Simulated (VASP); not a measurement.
A run of VASP 6.6.1 is set up as follows.

INCAR

```
PREC     = Accurate       # precision mode
ENCUT    = 520            # plane-wave cutoff, eV
EDIFF    = 1E-7           # SCF threshold, eV
ISMEAR   = -1             # smearing method
SIGMA    = 0.1            # smearing width, eV
LREAL    = F              # projectors in reciprocal space
LASPH    = T              # aspherical terms in the spheres
NELM     = 80             # most SCF steps
ALGO     = Normal         # electronic algorithm
ISIF     = 2              # what is computed and relaxed
LWAVE    = F              # write WAVECAR
LCHARG   = F              # write CHGCAR
GGA      = PE             # functional
NBANDS   = 19             # bands
```

The input KPOINTS:

```
regular mesh
0
Gamma
  14 14 14
```

POSCAR

```
Cd
1.0
   -2.6648349074      2.6648349074      1.3654929030
    2.6648349074     -2.6648349074      1.3654929030
    2.6648349074      2.6648349074     -1.3654929030
Cd
2
Direct
   -0.3750000000     -0.1250000000     -0.2500000000
    0.3750000000      0.1250000000      0.2500000000
```

Potentials or basis: VASP PAW PBE potentials, release 64 (Cd).

Run with:

```console
$ cat potpaw_PBE.64/Cd/POTCAR > POTCAR
$ mpirun -np 1 vasp_std > vasp.out
```

(1) Estimate the band gap on the k mesh.

(2) Predict the pressure.

Answers

(1) zero (band 12 reaches 7.52 eV, above the bottom of band 13 at 1.31 eV).

(2) 21.5 GPa.
